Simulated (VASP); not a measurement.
# ScSb2N3 (R-3m) in VASP: further runs

The runs below take ScSb2N3 through single point, relaxation of cell and atoms, with PBE.

All numbers are computed with VASP 6.6.1; they aren't measurements. Logs are shortened: lines on timing, memory, paths and dates and some standing lists are left out, and cuts for length are marked.

## (1) The cell of the first run

Symmetry: R-3m, No. 166, trigonal system. The conventional cell has a = 5.921 Å, b = 5.921 Å, c = 9.219 Å, α = 90.00°, β = 90.00°, γ = 120.00°. Sc (site symmetry -3m) has 6 N at 2.30 Å and 2 Sb at 2.80 Å within 3.0 Å. Within 2.8 Å of Sb (site symmetry 3m) lie 3 N at 2.12 Å and 1 Sc at 2.80 Å. Within 2.8 Å of N (site symmetry 2/m) lie 2 Sb at 2.12 Å and 2 Sc at 2.30 Å.

The cell was built from a structure type or drawn by symmetry, and may not be a known phase.

## (2) Single point, PBE

INCAR reads:

```
  ALGO = Normal
  EDIFF = 1E-7
  ENCUT = 520
  GGA = PE
  ISIF = 2
  ISMEAR = 0
  LASPH = T
  LCHARG = F
  LREAL = F
  LWAVE = F
  NBANDS = 27
  NELM = 100
  PREC = Accurate
  SIGMA = 0.1
```

KPOINTS reads:

```
k-points
0
Gamma
  6 6 6
```

POSCAR reads:

```
ScSb2N3
1.0
    2.9605637195      1.7092822604      3.0731616564
   -2.9605637195      1.7092822604      3.0731616564
    0.0000000000     -3.4185645208      3.0731616564
Sc Sb N
1 2 3
Direct
    0.0000000000      0.0000000000      0.0000000000
    0.6965089937      0.6965089937      0.6965089937
    0.3034910063      0.3034910063      0.3034910063
    0.0000000000      0.0000000000      0.5000000000
    0.5000000000      0.0000000000      0.0000000000
    0.0000000000      0.5000000000      0.0000000000
```

Potentials or basis: VASP PAW PBE potentials, release 64 (Sc_sv, Sb, N).

Launch:

```console
> cat potpaw_PBE.64/Sc_sv/POTCAR potpaw_PBE.64/Sb/POTCAR potpaw_PBE.64/N/POTCAR > POTCAR
> mpirun -np 1 vasp_std > vasp.out
```

OUTCAR:

```text
EDIFF = 1E-7
   ENCUT = 520
   GGA = PE
   ISIF = 2
   ISMEAR = 0
   LASPH = T
   LREAL = F
   NELM = 100
   PREC = Accurate

 ion  position               nearest neighbor table
   1  0.000  0.000  0.000-   4 2.30   4 2.30   6 2.30   5 2.30   6 2.30   5 2.30   2 2.80   3 2.80
                             3 3.43   2 3.43   3 3.43   2 3.43   3 3.43   2 3.43
   2  0.697  0.697  0.697-   4 2.12   5 2.12   6 2.12   1 2.80   1 3.43   1 3.43   1 3.43   3 3.46
                             3 3.46   3 3.46   3 3.62
   3  0.303  0.303  0.303-   4 2.12   5 2.12   6 2.12   1 2.80   1 3.43   1 3.43   1 3.43   2 3.46
                             2 3.46   2 3.46   2 3.62
   4  0.000  0.000  0.500-   2 2.12   3 2.12   1 2.30   1 2.30
   5  0.500  0.000  0.000-   2 2.12   3 2.12   1 2.30   1 2.30
   6  0.000  0.500  0.000-   2 2.12   3 2.12   1 2.30   1 2.30

  LATTYP: Found a trigonal (rhomboedric) cell.
 ALAT       =     4.5968365154
 COS(alpha) =     0.1704153567

  Lattice vectors:

 A1 = (   2.9605637195,   1.7092822604,   3.0731616564)
 A2 = (  -2.9605637195,   1.7092822604,   3.0731616564)
 A3 = (   0.0000000000,  -3.4185645208,   3.0731616564)

Analysis of symmetry for initial positions (statically):
=====================================================================
 Subroutine PRICEL returns:
 Original cell was already a primitive cell.

 Routine SETGRP: Setting up the symmetry group for a
 trigonal (rhombohedral) supercell.

 Subroutine GETGRP returns: Found 12 space group operations
 (whereof 12 operations were pure point group operations)
 out of a pool of 12 trial point group operations.

The static configuration has the point symmetry D_3d.

Analysis of symmetry for dynamics (positions and initial velocities):
=====================================================================
 Subroutine PRICEL returns:
 Original cell was already a primitive cell.

 Routine SETGRP: Setting up the symmetry group for a
 trigonal (rhombohedral) supercell.

 Subroutine GETGRP returns: Found 12 space group operations
 (whereof 12 operations were pure point group operations)
 out of a pool of 12 trial point group operations.

The dynamic configuration has the point symmetry D_3d.

 Subroutine INISYM returns: Found 12 space group operations
 (whereof 12 operations are pure point group operations),
 and found     1 'primitive' translations

----------------------------------------------------------------------------------------

                                     Primitive cell

  volume of cell :      93.3093

  direct lattice vectors                    reciprocal lattice vectors
     2.960563720  1.709282260  3.073161656     0.168886755  0.097506814  0.108465929
    -2.960563720  1.709282260  3.073161656    -0.168886755  0.097506814  0.108465929
     0.000000000 -3.418564521  3.073161656     0.000000000 -0.195013627  0.108465929

  length of vectors
     4.596836515  4.596836515  4.596836515     0.223148319  0.223148319  0.223148319

  position of ions in fractional coordinates (direct lattice)
     0.000000000  0.000000000  0.000000000
     0.696508994  0.696508994  0.696508994
     0.303491006  0.303491006  0.303491006
     0.000000000  0.000000000  0.500000000
     0.500000000  0.000000000  0.000000000
     0.000000000  0.500000000  0.000000000

  ion indices of the primitive-cell ions
   primitive index   ion index
                 1           1
                 2           2
                 3           3
                 4           4
                 5           5
                 6           6

----------------------------------------------------------------------------------------

 KPOINTS: k-points

Automatic generation of k-mesh.
 Grid dimensions read from file:
 generate k-points for:    6    6    6

 Generating k-lattice:

  Cartesian coordinates                     Fractional coordinates (reciprocal lattice)
     0.028147793  0.016251136  0.018077655     0.166666667  0.000000000  0.000000000
    -0.028147793  0.016251136  0.018077655     0.000000000  0.166666667  0.000000000
     0.000000000 -0.032502271  0.018077655     0.000000000  0.000000000  0.166666667

  Length of vectors
     0.037191387  0.037191387  0.037191387

  Shift w.r.t. Gamma in fractional coordinates (k-lattice)
     0.000000000  0.000000000  0.000000000

 Subroutine IBZKPT returns following result:
 ===========================================

 Found     32 irreducible k-points:

 Following reciprocal coordinates:
            Coordinates               Weight
  0.000000  0.000000  0.000000      1.000000
  0.166667 -0.000000  0.000000      6.000000
  0.333333  0.000000  0.000000      6.000000
  0.500000  0.000000  0.000000      3.000000
  0.166667  0.166667  0.000000      6.000000
  0.333333  0.166667  0.000000     12.000000
[... 16 lines left out ...]
  0.500000  0.500000  0.166667      6.000000
 -0.333333  0.500000  0.166667     12.000000
 [... further k-points ...]
   k-points           NKPTS =     32   k-points in BZ     NKDIM =     32   number of bands    NBANDS=     27
   number of dos      NEDOS =    301   number of ions     NIONS =      6
   total plane-waves  NPLWV =  46656
   dimension x,y,z NGX =    36 NGY =   36 NGZ =   36
   dimension x,y,z NGXF=    72 NGYF=   72 NGZF=   72
   ions per type =               1   2   3
   NGX,Y,Z   is equivalent  to a cutoff of  13.02, 13.02, 13.02 a.u.
   NGXF,Y,Z  is equivalent  to a cutoff of  26.04, 26.04, 26.04 a.u.
 SYSTEM =  unknown system
   PREC   = accura    normal or accurate (medium, high low for compatibility)
   ISTART =      0    job   : 0-new  1-cont  2-samecut
   ICHARG =      2    charge: 1-file 2-atom 10-const
   ISPIN  =      1    spin polarized calculation?
   LNONCOLLINEAR =      F non collinear calculations
   LSORBIT =      F    spin-orbit coupling
   LASPH  =      T    aspherical Exc in radial PAW
   ENCUT  =  520.0 eV  38.22 Ry    6.18 a.u.   8.55  8.55  8.55*2*pi/ulx,y,z
   NELM   =    100;   NELMIN=  2; NELMDL= -5     # of ELM steps
   EDIFF  = 0.1E-06   stopping-criterion for ELM
   LREAL  =      F    real-space projection
   EDIFFG = 0.1E-05   stopping-criterion for IOM
   NSW    =      0    number of steps for IOM
   IBRION =     -1    ionic relax: 0-MD 1-quasi-New 2-CG
   NFREE  =      0    steps in history (QN), initial steepest desc. (CG)
   ISIF   =      2    stress and relaxation
   ISYM   =      2    0-nonsym 1-usesym 2-fastsym
   POTIM  = 0.5000    time-step for ionic-motion
   TEBEG  =    0.0;   TEEND  =   0.0 temperature during run
   PSTRESS=    0.0 pullay stress
   NELECT =      36.0000    total number of electrons
   NUPDOWN=      -1.0000    fix difference up-down
   EMIN   =  10.00;   EMAX   =-10.00  energy-range for DOS
   EFERMI =   0.00;   METHOD = LEGACY
   ISMEAR =     0;   SIGMA  =   0.10  broadening in eV -4-tet -1-fermi 0-gaus
   EFERMI_NEDOS =   21; number of points for ismear=-14 and -15
   IALGO  =     38    algorithm
   IMIX   =      4    mixing-type and parameters
     AMIX     =   0.40;   BMIX     =  1.00
     AMIX_MAG =   1.60;   BMIX_MAG =  1.00
  volume/ion in A,a.u.               =      15.55       104.95
  Fermi-wavevector in a.u.,A,eV,Ry     =   1.191793  2.252162 19.325304  1.420370
  Thomas-Fermi vector in A             =   2.327846
   LORBIT       =      0    0 simple, 1 ext, 2 COOP (PROOUT), +10 PAW based schemes
   GGA     = PE    functional components
   LHFCALC =     F    Hartree Fock is set to
   AEXX    =    0.0000 exact exchange contribution
   IVDW    =     0    specifies the selected vdW correction
   LEPSILON=     F    determine dielectric tensor
   LRPA    =     F    only Hartree local field effects (RPA)
 non-spin polarized calculation
 Gauss-broadening in eV      SIGMA  =   0.10
  energy-cutoff  :      520.00
  volume of cell :       93.31
 maximum number of plane-waves:      2534
 NGX is ok and might be reduce to    36
   NGX = 17   NGY = 17   NGZ = 17

 number of electron      36.0000005 magnetization

 Free energy of the ion-electron system (eV)
  ---------------------------------------------------
  ext. energy  EPLUGINS =         0.00000000
  ---------------------------------------------------
  free energy    TOTEN  =       -39.54940658 eV

  energy without entropy =      -39.54775521  energy(sigma->0) =      -39.54858090

 E-fermi :   6.7997     XC(G=0): -10.6541

 val. band max:        6.7574621423   @ k =   0.0000   0.0000   0.0000
 cond. band min:       6.8065075530   @ k =   0.3333   0.3333   0.3333
 fundamental gap:      0.0490454107
 Fermi energy:         6.7996985108

 k-point     1 :       0.0000    0.0000    0.0000
  band No.  band energies     occupation
      1     -42.3377      2.00000
      2     -21.0808      2.00000
      3     -20.9603      2.00000
      4     -20.9603      2.00000
      5      -9.2370      2.00000
      6      -6.5806      2.00000
[... 19 lines left out ...]
     26      10.6976      0.00000
     27      12.7212      0.00000

 k-point     2 :       0.1667   -0.0000    0.0000
  band No.  band energies     occupation
      1     -42.3376      2.00000
      2     -21.0837      2.00000
      3     -20.9636      2.00000
      4     -20.9602      2.00000
      5      -9.1003      2.00000
      6      -6.7880      2.00000
[... 19 lines left out ...]
     26      11.1065      0.00000
     27      12.3952      0.00000

 k-point     3 :       0.3333    0.0000    0.0000
  band No.  band energies     occupation
      1     -42.3374      2.00000
      2     -21.0904      2.00000
      3     -20.9694      2.00000
      4     -20.9598      2.00000
      5      -8.7400      2.00000
      6      -7.2672      2.00000
[... 594 lines left out ...]
      1     -42.3369      2.00000
      2     -21.1075      2.00000
      3     -20.9781      2.00000
      4     -20.9680      2.00000
      5      -8.0479      2.00000
      6      -7.2546      2.00000
[... 19 lines left out ...]
     26      11.7682      0.00000
     27      13.2248      0.00000

 k-point    24 :      -0.3333    0.5000    0.1667
  band No.  band energies     occupation
      1     -42.3369      2.00000
      2     -21.1044      2.00000
      3     -20.9762      2.00000
      4     -20.9677      2.00000
      5      -7.8898      2.00000
      6      -7.6436      2.00000
[... 19 lines left out ...]
     26      11.7069      0.00000
     27      13.0393      0.00000

 [... further k-points ...]

------------------------ aborting loop because EDIFF is reached ----------------------------------------

  FORCE on cell =-STRESS in cart. coord.  units (eV):
  Direction    XX          YY          ZZ          XY          YZ          ZX
  --------------------------------------------------------------------------------------
  -------------------------------------------------------------------------------------
  Total        0.3207305      0.3207305      0.1787181      0.0000000      0.0000000      0.0000000
  in kB        5.5071383      5.5071383      3.0686991      0.0000000      0.0000000      0.0000000
  external PRESSURE =       4.6943253 kB  Pullay stress =       0.0000000 kB

 VOLUME and BASIS-vectors are now :
 -----------------------------------------------------------------------------
  energy-cutoff  :      520.00
  volume of cell :       93.31
      direct lattice vectors                 reciprocal lattice vectors
     2.960563720  1.709282260  3.073161656     0.168886755  0.097506814  0.108465929
    -2.960563720  1.709282260  3.073161656    -0.168886755  0.097506814  0.108465929
     0.000000000 -3.418564521  3.073161656     0.000000000 -0.195013627  0.108465929

 POSITION                                       TOTAL-FORCE (eV/Angst)
 -----------------------------------------------------------------------------------
      0.00000      0.00000      0.00000        -0.000000     -0.000000      0.000000
      0.00000      0.00000      6.42145        -0.000000     -0.000000     -0.077276
      0.00000      0.00000      2.79803        -0.000000      0.000000      0.077276
      0.00000     -1.70928      1.53658         0.000000     -0.000000      0.000000
      1.48028      0.85464      1.53658        -0.000000     -0.000000      0.000000
     -1.48028      0.85464      1.53658         0.000000     -0.000000     -0.000000
 -----------------------------------------------------------------------------------
    total drift:                                0.000000      0.000000     -0.000000

  FREE ENERGIE OF THE ION-ELECTRON SYSTEM (eV)
  ---------------------------------------------------
  free  energy   TOTEN  =       -39.5494065818 eV

  energy  without entropy=      -39.5477552138  energy(sigma->0) =      -39.54858090
```

Wall time 40 s (1 thread of Intel Xeon 6975P-C (Granite Rapids), shared host); peak memory 0.24 GiB.

Results:

| Item | Value |
| --- | --- |
| Free energy | -39.5494 eV |
| Pressure | 0.5 GPa |
| Largest force | 0.077 eV/Å |
| Band gap on the k mesh | zero (bands 18 and 19 overlap by 0.58 eV) |

Forces in eV/Å, atoms in the order of the input:
```
Sc   0.000  0.000  0.000
Sb   0.000  0.000 -0.077
Sb   0.000  0.000  0.077
N    0.000  0.000  0.000
N    0.000  0.000  0.000
N    0.000  0.000  0.000
```

Stress tensor (GPa, compression positive):
```
0.55 0.00 0.00
0.00 0.55 0.00
0.00 0.00 0.31
```

Levels at points of the mesh, in eV from the Fermi level:
| k point | band 14 | band 15 | band 16 | band 17 | band 18 | band 19 | band 20 | band 21 | band 22 | band 23 |
| --- | --- | --- | --- | --- | --- | --- | --- | --- | --- | --- |
| (0.00, 0.00, 0.00) | -2.62 | -0.61 | -0.61 | -0.44 | -0.44 | -0.44 | -0.36 | -0.04 | 2.69 | 2.69 |
| (0.50, 0.00, 0.00) | -2.19 | -2.10 | -1.62 | -0.72 | -0.59 | 1.79 | 2.53 | 2.72 | 2.84 | 3.05 |
| (0.50, 0.50, 0.00) | -2.92 | -2.91 | -2.05 | -1.49 | -0.68 | 2.19 | 2.56 | 2.72 | 3.17 | 3.24 |
| (0.50, 0.50, 0.50) | -2.98 | -1.42 | -1.42 | -0.23 | 0.14 | 1.73 | 3.45 | 3.51 | 3.51 | 3.54 |

Caveat: spin-orbit coupling is left out, which moves the levels of the heavy elements.

(Part 1 of 3 ends here.)
